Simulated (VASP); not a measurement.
SnSe, 4 atoms in the cell. The typed cell holds 4 atoms: a = 4.046 Å, b = 4.046 Å, c = 5.722 Å, α = 90.00°, β = 90.00°, γ = 90.00°. 

```yaml
Program: VASP 6.6.1
Task: relaxation of shape and atoms at fixed volume
Functional: PBE
Dispersion: D3(BJ)
Potentials_or_basis: VASP PAW PBE potentials, release 64 (Sn_d, Se)
Cutoff: 600 eV
k_mesh: 6 × 6 × 6
Occupations: gaussian, width 0.02 eV
Spin: no spin polarisation
Dipole_correction: no
Further_INCAR_settings: ALGO = Normal; EDIFF = 1e-07; IBRION = 2; EDIFFG = -0.01; NSW = 50; ISIF = 4
```

Potentials or basis: VASP PAW PBE potentials, release 64 (Sn_d, Se).

Command:

```sh
$ cat potpaw_PBE.64/Sn_d/POTCAR potpaw_PBE.64/Se/POTCAR > POTCAR
$ mpirun -np 1 vasp_std > vasp.out
```

Hardware: 1 thread of Intel(R) Xeon(R) 6975P-C (Granite Rapids), on a shared host.

Problem. Estimate the wall time of this run.

Solution. Run time: 35 s on 1 thread of Intel(R) Xeon(R) 6975P-C (Granite Rapids), with other jobs on the host, peak memory 0.28 GiB. Counts: scf iterations 14, k points 40, ion steps 1.
